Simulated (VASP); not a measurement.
Here is a VASP 6.6.1 calculation.

File INCAR:

```
SYSTEM = Li
ALGO = Normal
EDIFF = 1E-8
ENCUT = 520
GGA = PE
ISIF = 2
ISMEAR = -1
LASPH = .TRUE.
LCHARG = .FALSE.
LEFG = .TRUE.
LREAL = .FALSE.
LWAVE = .FALSE.
NBANDS = 8
NELM = 80
PREC = Accurate
SIGMA = 0.08
```

KPOINTS

```
k-points
0
G
  15 15 15
  0 0 0
```

The input POSCAR:

```
Li
1.0
   -1.7675000000      1.7500000000      1.7500000000
    1.7500000000     -1.7675000000      1.7500000000
    1.7500000000      1.7500000000     -1.7675000000
Li
1
Direct
    0.0000000000      0.0000000000      0.0000000000
```

Potentials or basis: VASP PAW PBE potentials, release 64 (Li_sv).

Run with:

```bash
$ cat potpaw_PBE.64/Li_sv/POTCAR > POTCAR
$ mpirun -np 1 vasp_std > vasp.out
```

Problem. Predict the band gap on the k mesh.

Solution. Zero (an odd number of electrons rules out a gap without spin polarisation).

Caveat: the cell differs from its parent crystal (equal xy, yz and zx shear strains of -1 %); without QUAD_EFG the Cq values of the log hold for a quadrupole moment of 1 mb, not for the nuclei.
